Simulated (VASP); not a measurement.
# SiC (Moissanite) (P6_3mc) in VASP: a series of runs

The runs below take SiC (Moissanite) through single point, with PBE, revPBE+D3(BJ), PBEsol+D4.

Everything below comes from runs of VASP 6.6.1. Logs are shortened: lines on timing, memory, paths and dates and some standing lists are left out, and cuts for length are marked.

## (1) The cell of the first run

It takes space group P6_3mc (No. 186, hexagonal). The conventional cell has a = 3.076 Å, b = 3.076 Å, c = 5.048 Å, α = 90.00°, β = 90.00°, γ = 120.00°. Within 2.5 Å of Si (site symmetry 3m) lie 4 C at 1.87 to 1.94 Å. C (site symmetry 3m) has 4 Si at 1.87 to 1.94 Å within 2.5 Å.

## (2) Single point, PBE

File INCAR:

```
PREC = Accurate
ENCUT = 520
EDIFF = 1E-7
ISMEAR = -1
SIGMA = 0.05
LREAL = False
LASPH = True
NELM = 100
ALGO = Normal
ISIF = 2
LWAVE = False
LCHARG = True
GGA = PE
LELF = True
LVHAR = True
NBANDS = 16
```

File KPOINTS:

```
Automatic mesh
0
Gamma
  4 4 3
```

File POSCAR:

```
SiC
1.0
    3.0760000000      0.0000000000      0.0000000000
   -1.5380000000      2.6638941420      0.0000000000
    0.0000000000      0.0000000000      5.0480000000
Si C
2 2
Direct
    0.6666666667      0.3333333333      0.5000000000
    0.3333333333      0.6666666667      0.0000000000
    0.6666666667      0.3333333333      0.8850000000
    0.3333333333      0.6666666667      0.3850000000
```

Potentials or basis: VASP PAW PBE potentials, release 64 (Si, C).

Started as:

```sh
cat potpaw_PBE.64/Si/POTCAR potpaw_PBE.64/C/POTCAR > POTCAR
mpirun -np 1 vasp_std > vasp.out
```

OUTCAR:

```text
PREC = Accurate
   ENCUT = 520
   EDIFF = 1E-7
   ISMEAR = -1
   LREAL = False
   LASPH = True
   NELM = 100
   ISIF = 2
   GGA = PE

 ion  position               nearest neighbor table
   1  0.667  0.333  0.500-   4 1.87   4 1.87   4 1.87   3 1.94   2 3.09   2 3.09   2 3.09   2 3.09
                             2 3.09   2 3.09
   2  0.333  0.667  0.000-   3 1.87   3 1.87   3 1.87   4 1.94   1 3.09   1 3.09   1 3.09   1 3.09
                             1 3.09   1 3.09
   3  0.667  0.333  0.885-   2 1.87   2 1.87   2 1.87   1 1.94
   4  0.333  0.667  0.385-   1 1.87   1 1.87   1 1.87   2 1.94

  LATTYP: Found a hexagonal cell.
 ALAT       =     3.0760000000
 C/A-ratio  =     1.6410923277

  Lattice vectors:

 A1 = (   3.0760000000,   0.0000000000,   0.0000000000)
 A2 = (  -1.5380000000,   2.6638941420,   0.0000000000)
 A3 = (   0.0000000000,   0.0000000000,   5.0480000000)

Analysis of symmetry for initial positions (statically):
=====================================================================
 Subroutine PRICEL returns:
 Original cell was already a primitive cell.

 Routine SETGRP: Setting up the symmetry group for a
 hexagonal supercell.

 Subroutine GETGRP returns: Found 12 space group operations
 (whereof  6 operations were pure point group operations)
 out of a pool of 24 trial point group operations.

The static configuration has the point symmetry C_3v.
 The point group associated with its full space group is C_6v.

Analysis of symmetry for dynamics (positions and initial velocities):
=====================================================================
 Subroutine PRICEL returns:
 Original cell was already a primitive cell.

 Routine SETGRP: Setting up the symmetry group for a
 hexagonal supercell.

 Subroutine GETGRP returns: Found 12 space group operations
 (whereof  6 operations were pure point group operations)
 out of a pool of 24 trial point group operations.

The dynamic configuration has the point symmetry C_3v.
 The point group associated with its full space group is C_6v.

 Subroutine INISYM returns: Found 12 space group operations
 (whereof  6 operations are pure point group operations),
 and found     1 'primitive' translations

----------------------------------------------------------------------------------------

                                     Primitive cell

  volume of cell :      41.3640

  direct lattice vectors                    reciprocal lattice vectors
     3.076000000  0.000000000  0.000000000     0.325097529  0.187695146  0.000000000
    -1.538000000  2.663894142  0.000000000     0.000000000  0.375390292  0.000000000
     0.000000000  0.000000000  5.048000000     0.000000000  0.000000000  0.198098257

  length of vectors
     3.076000000  3.076000000  5.048000000     0.375390292  0.375390292  0.198098257

  position of ions in fractional coordinates (direct lattice)
     0.666666667  0.333333333  0.500000000
     0.333333333  0.666666667  0.000000000
     0.666666667  0.333333333  0.885000000
     0.333333333  0.666666667  0.385000000

  ion indices of the primitive-cell ions
   primitive index   ion index
                 1           1
                 2           2
                 3           3
                 4           4

----------------------------------------------------------------------------------------

 KPOINTS: Automatic mesh

Automatic generation of k-mesh.
 Grid dimensions read from file:
 generate k-points for:    4    4    3

 Generating k-lattice:

  Cartesian coordinates                     Fractional coordinates (reciprocal lattice)
     0.081274382  0.046923787  0.000000000     0.250000000  0.000000000  0.000000000
     0.000000000  0.093847573  0.000000000     0.000000000  0.250000000  0.000000000
     0.000000000  0.000000000  0.066032752     0.000000000  0.000000000  0.333333333

  Length of vectors
     0.093847573  0.093847573  0.066032752

  Shift w.r.t. Gamma in fractional coordinates (k-lattice)
     0.000000000  0.000000000  0.000000000

 Subroutine IBZKPT returns following result:
 ===========================================

 Found      8 irreducible k-points:

 Following reciprocal coordinates:
            Coordinates               Weight
  0.000000  0.000000  0.000000      1.000000
  0.250000  0.000000  0.000000      6.000000
  0.500000  0.000000  0.000000      3.000000
  0.250000  0.250000  0.000000      6.000000
  0.000000  0.000000  0.333333      2.000000
  0.250000  0.000000  0.333333     12.000000
  0.500000  0.000000  0.333333      6.000000
  0.250000  0.250000  0.333333     12.000000
   k-points           NKPTS =      8   k-points in BZ     NKDIM =      8   number of bands    NBANDS=     16
   number of dos      NEDOS =    301   number of ions     NIONS =      4
   total plane-waves  NPLWV =  23040
   dimension x,y,z NGX =    24 NGY =   24 NGZ =   40
   dimension x,y,z NGXF=    48 NGYF=   48 NGZF=   80
   ions per type =               2   2
   NGX,Y,Z   is equivalent  to a cutoff of  12.97, 12.97, 13.17 a.u.
   NGXF,Y,Z  is equivalent  to a cutoff of  25.94, 25.94, 26.35 a.u.
 SYSTEM =  unknown system
   PREC   = accura    normal or accurate (medium, high low for compatibility)
   ISTART =      0    job   : 0-new  1-cont  2-samecut
   ICHARG =      2    charge: 1-file 2-atom 10-const
   ISPIN  =      1    spin polarized calculation?
   LNONCOLLINEAR =      F non collinear calculations
   LSORBIT =      F    spin-orbit coupling
   LASPH  =      T    aspherical Exc in radial PAW
   ENCUT  =  520.0 eV  38.22 Ry    6.18 a.u.   5.72  5.72  9.39*2*pi/ulx,y,z
   NELM   =    100;   NELMIN=  2; NELMDL= -5     # of ELM steps
   EDIFF  = 0.1E-06   stopping-criterion for ELM
   LREAL  =      F    real-space projection
   EDIFFG = 0.1E-05   stopping-criterion for IOM
   NSW    =      0    number of steps for IOM
   IBRION =     -1    ionic relax: 0-MD 1-quasi-New 2-CG
   NFREE  =      0    steps in history (QN), initial steepest desc. (CG)
   ISIF   =      2    stress and relaxation
   ISYM   =      2    0-nonsym 1-usesym 2-fastsym
   POTIM  = 0.5000    time-step for ionic-motion
   TEBEG  =    0.0;   TEEND  =   0.0 temperature during run
   PSTRESS=    0.0 pullay stress
   NELECT =      16.0000    total number of electrons
   NUPDOWN=      -1.0000    fix difference up-down
   EMIN   =  10.00;   EMAX   =-10.00  energy-range for DOS
   EFERMI =   0.00;   METHOD = LEGACY
   ISMEAR =    -1;   SIGMA  =   0.05  broadening in eV -4-tet -1-fermi 0-gaus
   EFERMI_NEDOS =   21; number of points for ismear=-14 and -15
   IALGO  =     38    algorithm
   IMIX   =      4    mixing-type and parameters
     AMIX     =   0.40;   BMIX     =  1.00
     AMIX_MAG =   1.60;   BMIX_MAG =  1.00
  volume/ion in A,a.u.               =      10.34        69.78
  Fermi-wavevector in a.u.,A,eV,Ry     =   1.192817  2.254098 19.358549  1.422813
  Thomas-Fermi vector in A             =   2.328847
   LORBIT       =      0    0 simple, 1 ext, 2 COOP (PROOUT), +10 PAW based schemes
   GGA     = PE    functional components
   LHFCALC =     F    Hartree Fock is set to
   AEXX    =    0.0000 exact exchange contribution
   IVDW    =     0    specifies the selected vdW correction
   LEPSILON=     F    determine dielectric tensor
   LRPA    =     F    only Hartree local field effects (RPA)
 non-spin polarized calculation
  energy-cutoff  :      520.00
  volume of cell :       41.36
 maximum number of plane-waves:      1132
 NGX is ok and might be reduce to    24
   NGX = 11   NGY = 11   NGZ = 19

 number of electron      16.0000000 magnetization

 Free energy of the ion-electron system (eV)
  ---------------------------------------------------
  ext. energy  EPLUGINS =         0.00000000
  ---------------------------------------------------
  free energy    TOTEN  =       -29.93444730 eV

  energy without entropy =      -29.93444730  energy(sigma->0) =      -29.93444730

 E-fermi :   9.4533     XC(G=0): -11.3397

 val. band max:        8.4415601643   @ k =   0.0000   0.0000   0.0000
 cond. band min:      11.0058897318   @ k =   0.5000   0.0000   0.0000
 fundamental gap:      2.5643295676
 Fermi energy:         9.4532609812

 k-point     1 :       0.0000    0.0000    0.0000
  band No.  band energies     occupation
      1      -7.2973      2.00000
      2      -3.7891      2.00000
      3      -0.2693      2.00000
      4       6.8819      2.00000
      5       6.8819      2.00000
      6       8.1672      2.00000
[... 8 lines left out ...]
     15      17.1199      0.00000
     16      19.7832      0.00000

 k-point     2 :       0.2500    0.0000    0.0000
  band No.  band energies     occupation
      1      -6.2307      2.00000
      2      -2.9145      2.00000
      3       0.6649      2.00000
      4       3.0981      2.00000
      5       5.2189      2.00000
      6       5.6852      2.00000
[... 8 lines left out ...]
     15      18.2360      0.00000
     16      19.0003      0.00000

 k-point     3 :       0.5000    0.0000    0.0000
  band No.  band energies     occupation
      1      -3.9601      2.00000
      2      -2.4987      2.00000
      3       0.4337      2.00000
      4       1.8803      2.00000
      5       2.9969      2.00000
      6       4.8902      2.00000
[... 8 lines left out ...]
     15      18.5788      0.00000
     16      20.6269      0.00000

 k-point     4 :       0.2500    0.2500    0.0000
  band No.  band energies     occupation
      1      -4.2946      2.00000
      2      -2.0369      2.00000
      3       1.0665      2.00000
      4       2.2145      2.00000
      5       2.9551      2.00000
      6       3.4602      2.00000
[... 8 lines left out ...]
     15      18.8163      0.00000
     16      20.2698      0.00000

 k-point     5 :       0.0000    0.0000    0.3333
  band No.  band energies     occupation
      1      -6.7605      2.00000
      2      -5.2469      2.00000
      3       2.0709      2.00000
      4       5.9460      2.00000
      5       7.1672      2.00000
      6       7.1672      2.00000
[... 8 lines left out ...]
     15      16.2483      0.00000
     16      18.5983      0.00000

 k-point     6 :       0.2500    0.0000    0.3333
  band No.  band energies     occupation
      1      -5.7085      2.00000
      2      -4.2540      2.00000
      3       2.3233      2.00000
      4       3.9532      2.00000
      5       4.2067      2.00000
      6       6.0571      2.00000
[... 8 lines left out ...]
     15      18.6025      0.00000
     16      19.0827      0.00000

 k-point     7 :       0.5000    0.0000    0.3333
  band No.  band energies     occupation
      1      -3.5380      2.00000
      2      -2.6840      2.00000
      3      -0.2517      2.00000
      4       0.6226      2.00000
      5       4.9243      2.00000
      6       5.2906      2.00000
[... 8 lines left out ...]
     15      20.4715      0.00000
     16      20.6668      0.00000

 k-point     8 :       0.2500    0.2500    0.3333
  band No.  band energies     occupation
      1      -3.8350      2.00000
      2      -2.6998      2.00000
      3       0.7564      2.00000
      4       1.7272      2.00000
      5       3.1254      2.00000
      6       4.2280      2.00000
[... 8 lines left out ...]
     15      18.4259      0.00000
     16      19.4059      0.00000

------------------------ aborting loop because EDIFF is reached ----------------------------------------

  FORCE on cell =-STRESS in cart. coord.  units (eV):
  Direction    XX          YY          ZZ          XY          YZ          ZX
  --------------------------------------------------------------------------------------
  -------------------------------------------------------------------------------------
  Total        1.4628071      1.4628071     -0.0151834      0.0000000      0.0000000     -0.0000000
  in kB       56.6597938     56.6597938     -0.5881072      0.0000000      0.0000000     -0.0000000
  external PRESSURE =      37.5771602 kB  Pullay stress =       0.0000000 kB

 VOLUME and BASIS-vectors are now :
 -----------------------------------------------------------------------------
  energy-cutoff  :      520.00
  volume of cell :       41.36
      direct lattice vectors                 reciprocal lattice vectors
     3.076000000  0.000000000  0.000000000     0.325097529  0.187695146  0.000000000
    -1.538000000  2.663894142  0.000000000     0.000000000  0.375390292  0.000000000
     0.000000000  0.000000000  5.048000000     0.000000000  0.000000000  0.198098257

 POSITION                                       TOTAL-FORCE (eV/Angst)
 -----------------------------------------------------------------------------------
      1.53800      0.88796      2.52400        -0.000000      0.000000      0.709010
     -0.00000      1.77593      0.00000         0.000000     -0.000000      0.709010
      1.53800      0.88796      4.46748        -0.000000      0.000000     -0.709010
     -0.00000      1.77593      1.94348         0.000000     -0.000000     -0.709010
 -----------------------------------------------------------------------------------
    total drift:                                0.000000      0.000000     -0.000286

  FREE ENERGIE OF THE ION-ELECTRON SYSTEM (eV)
  ---------------------------------------------------
  free  energy   TOTEN  =       -29.9344472983 eV

  energy  without entropy=      -29.9344472982  energy(sigma->0) =      -29.93444730
```

Run time: 3.9 s. Hardware: 1 thread of Intel Xeon 6975P-C (Granite Rapids), shared host; peak memory 0.14 GiB.

What came out:

```
Free energy            : -29.9344 eV
Pressure               : 3.8 GPa
Largest force          : 0.709 eV/Å
Band gap on the k mesh : 2.56 eV, indirect (least direct gap 4.05 eV)
```

Forces in eV/Å, atoms in the order of the input:
```
Si   0.000  0.000  0.709
Si   0.000  0.000  0.709
C    0.000  0.000 -0.709
C    0.000  0.000 -0.709
```

Caveat: the k points lie up to 0.59 Å⁻¹ apart. A k mesh can miss the band edges.

## (3) Single point, revPBE+D3(BJ)

This run uses another cell than the first one, of 10.17 Å³/atom, 0.984 times its volume.

File INCAR:

```
SYSTEM = SiC
PREC     = Accurate       ! precision mode
ENCUT    = 520            ! plane-wave cutoff, eV
EDIFF    = 1E-6           ! SCF threshold, eV
ISMEAR   = -1             ! smearing method
SIGMA    = 0.05           ! smearing width, eV
LREAL    = .FALSE.        ! projectors in reciprocal space
LASPH    = .TRUE.         ! aspherical terms in the spheres
NELM     = 60             ! most SCF steps
ALGO     = Normal         ! electronic algorithm
ISIF     = 2              ! what is computed and relaxed
LWAVE    = .FALSE.        ! write WAVECAR
LCHARG   = .FALSE.        ! write CHGCAR
GGA      = RE             ! functional
IVDW     = 12             ! dispersion correction
NBANDS   = 16             ! bands
```

File KPOINTS:

```
Automatic mesh
0
G
  10 10 5
  0 0 0
```

File POSCAR:

```
SiC
1.0
    3.0593864178      0.0000000000      0.0000000000
   -1.5296932089      2.6495063578      0.0000000000
    0.0000000000      0.0000000000      5.0208398822
Si C
2 2
Direct
    0.6666666667      0.3333333333      0.5046386383
    0.3333333333      0.6666666667      0.0046386383
    0.6666666667      0.3333333333      0.8803613617
    0.3333333333      0.6666666667      0.3803613617
```

Potentials or basis: VASP PAW PBE potentials, release 64 (Si, C).

Started as:

```sh
cat potpaw_PBE.64/Si/POTCAR potpaw_PBE.64/C/POTCAR > POTCAR
mpirun -np 1 vasp_std > vasp.out
```

Wall time 8.8 s (1 thread of Intel Xeon 6975P-C (Granite Rapids), shared host); peak memory 0.17 GiB.

It converged, with:

- Free energy: -31.2758 eV
- Pressure: -0.4 GPa
- Band gap on the k mesh: 2.43 eV, indirect (least direct gap 4.02 eV)
- Dispersion energy per atom: -0.608 eV

Levels at points of the mesh, in eV from the valence-band top:
```csv
k point,band 5,band 6,band 7,band 8,band 9,band 10,band 11,band 12
"(0.00, 0.00, 0.00)",-1.32,-0.12,0.00,0.00,4.97,6.40,6.79,6.79
"(0.50, 0.00, 0.00)",-5.48,-3.35,-3.33,-1.19,2.83,4.25,7.04,7.20
```

Caveat: the PAW data sets were made with another functional, which shifts forces and pressure a little. A k mesh can miss the band edges.

## (4) Single point, PBEsol+D4

This run uses another cell than the first one, of 10.23 Å³/atom, 0.989 times its volume.

File INCAR:

```
SYSTEM = SiC
ALGO = Normal
EDIFF = 1E-7
ENCUT = 520
GGA = PS
ISIF = 2
ISMEAR = -1
IVDW = 13
LASPH = .True.
LCHARG = .False.
LREAL = .False.
LWAVE = .False.
NBANDS = 16
NELM = 100
PREC = Accurate
SIGMA = 0.05
```

File KPOINTS:

```
k-points
0
Gamma
  10 10 5
  0 0 0
```

File POSCAR:

```
SiC
1.0
    3.0649393363      0.0000000000      0.0000000000
   -1.5324696682      2.6543153263      0.0000000000
    0.0000000000      0.0000000000      5.0292417629
Si C
2 2
Direct
    0.6666666667      0.3333333333      0.5045903659
    0.3333333333      0.6666666667      0.0045903659
    0.6666666667      0.3333333333      0.8804096341
    0.3333333333      0.6666666667      0.3804096341
```

Started as:

```sh
cat potpaw_PBE.64/Si/POTCAR potpaw_PBE.64/C/POTCAR > POTCAR
mpirun -np 1 vasp_std > vasp.out
```

Wall time 9.9 s (1 thread of Intel Xeon 6975P-C (Granite Rapids), shared host); peak memory 0.16 GiB.

It converged, with:

* Free energy: -32.5694 eV
* Pressure: 0.3 GPa
* Band gap on the k mesh: 2.25 eV, indirect (least direct gap 3.87 eV)
* Dispersion energy per atom: -0.188 eV

Levels at points of the mesh, in eV from the valence-band top:
```
           k point  band 6  band 7  band 8  band 9  band 10  band 11
(0.00, 0.00, 0.00)   -0.11    0.00    0.00    4.83     6.27     6.66
(0.50, 0.00, 0.00)   -3.37   -3.37   -1.20    2.67     4.13     6.88
```

Caveat: the PAW data sets were made with another functional, which shifts forces and pressure a little. A k mesh can miss the band edges.

## (5) The runs side by side

| level | cell | k mesh | gap on the mesh (eV) | pressure (GPa) |
| --- | --- | --- | --- | --- |
| PBE | a = 3.076, b = 3.076, c = 5.048 Å, angles 90.0, 90.0, 120.0°, 4 atoms | 4 × 4 × 3 | 2.56 | 3.8 |
| revPBE+D3(BJ) | a = 3.059, b = 3.059, c = 5.021 Å, angles 90.0, 90.0, 120.0°, 4 atoms | 10 × 10 × 5 | 2.43 | -0.4 |
| PBEsol+D4 | a = 3.065, b = 3.065, c = 5.029 Å, angles 90.0, 90.0, 120.0°, 4 atoms | 10 × 10 × 5 | 2.25 | 0.3 |

Alike in all rows: task single point; potentials or basis VASP PAW PBE potentials, release 64 (Si, C); no spin polarisation; cutoff (eV) 520; smearing fermi-dirac 0.05 eV.

Caveats: some runs use coarse meshes; the PAW data sets were made with another functional, which shifts forces and pressure a little (some runs).

Total energies depend on the potentials used, so only differences within one code and one set of settings carry meaning.
